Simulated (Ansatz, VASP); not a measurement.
## PbSe: VASP beside Ansatz

```xyz
2
Lattice="0.0000 3.0697 3.0697 3.0697 0.0000 3.0697 3.0697 3.0697 0.0000" Properties=species:S:1:pos:R:3 pbc="T T T"
Pb    0.0000    0.0000    0.0000
Se    3.0697    3.0697    3.0697
```

Alike in both runs: task single point; functional PBE; k mesh 4 × 4 × 4; occupations fermi-dirac, width 0.02 eV; non-collinear spin, spin-orbit coupling.

|  | VASP | Ansatz |
| --- | --- | --- |
| version | VASP 6.6.1 | Ansatz 0.2.0 |
| potentials or method | VASP PAW PBE potentials, release 64 (Pb_d, Se) | plane waves, PAW |
| plane-wave cutoff (eV) | 520 | 420 |
| valence electrons in the cell | 20 | 30 |

|  | VASP | Ansatz | Ansatz less VASP |
| --- | --- | --- | --- |
| net moment per atom (μB) | 0.00 | 0.00 | 0.000 |

VASP's potentials hold 20 valence electrons a cell and Ansatz's 30, so a difference there can come from the potentials and not from the codes. Ansatz's warnings: optics on partly filled bands.

The k mesh is coarse, so the values compare programs but aren't converged.
